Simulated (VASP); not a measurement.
Input of a VASP 6.6.1 run:

The input INCAR:

```
  PREC = Accurate
  ENCUT = 520
  EDIFF = 1E-6
  ISMEAR = -1
  SIGMA = 0.15
  LREAL = Auto
  LASPH = True
  NELM = 80
  ALGO = Normal
  ISIF = 2
  LWAVE = False
  LCHARG = True
  GGA = PS
  LELF = True
  LVHAR = True
  NBANDS = 34
```

KPOINTS

```
Automatic mesh
0
Gamma
  3 2 1
```

File POSCAR:

```
Be18H
1.0
    4.5800000000      0.0000000000      0.0000000000
    3.4350000000      5.9495950000      0.0000000000
    0.0000000000      0.0000000000     14.5884300000
Be H
18 1
Direct
    0.0000000000      0.0000000000      0.0685474722
    0.5000000000      0.0000000000      0.0685474722
   -0.0000002101      0.3333336135      0.0685474722
    0.4999997899      0.3333336135      0.0685474722
   -0.0000004202      0.6666672269      0.0685474722
    0.4999995798      0.6666672269      0.0685474722
   -0.2214499062      0.2338982737      0.2018517414
    0.3261780259      0.1894918898      0.1990001666
   -0.1289820750      0.5642905105      0.1747960541
    0.3023561177      0.5922588008      0.1962171392
   -0.1998375432      0.8725635947      0.1953328768
    0.3354481097      0.8723282845      0.1948256255
    0.0265747676     -0.0003529652      0.3239690632
    0.5174780958     -0.0180348410      0.3144409645
   -0.0329398405      0.3310813593      0.3291786710
    0.4654973491      0.3477211474      0.3183138967
    0.0232329640      0.6404637627      0.3214122424
    0.5316855395      0.6551034146      0.3071886420
    0.8596607243      0.8838584811      0.3899597147
```

Potentials or basis: VASP PAW PBE potentials, release 64 (Be, H).

Launch:

```sh
$ cat potpaw_PBE.64/Be/POTCAR potpaw_PBE.64/H/POTCAR > POTCAR
$ mpirun -np 1 vasp_std > vasp.out
```

**Question.** Estimate the band gap on the k mesh.

**Answer.** Zero (an odd number of electrons rules out a gap without spin polarisation).

**Question.** Estimate the largest force.

**Answer.** 2.965 eV/Å.

Forces in eV/Å, atoms in the order of the input:
```
Be  -0.158  0.152  0.112
Be  -0.038 -0.052 -0.076
Be  -0.193 -0.515 -0.076
Be  -0.418  0.059  0.223
Be   0.700  0.536 -0.811
Be  -0.057 -0.078 -0.066
Be   0.871 -0.200 -0.215
Be   0.036  0.962 -0.221
Be  -1.607 -1.282  2.137
Be  -0.124 -1.202 -0.428
Be   1.168  0.598 -0.506
Be   0.259  1.089 -0.173
Be  -0.957 -0.426 -0.131
Be   0.168  0.300  1.102
Be   0.992 -0.119 -0.365
Be   0.187 -0.603 -0.106
Be  -0.427  1.222  0.273
Be  -0.383 -0.385  0.291
H   -0.020 -0.058 -0.965
```

Caveat: the k points lie up to 0.53 Å⁻¹ apart, too coarse for converged energies and pressures of a metal; there is no dipole correction, which matters where the two faces differ; the PAW data sets were made with another functional, which shifts forces and pressure a little.
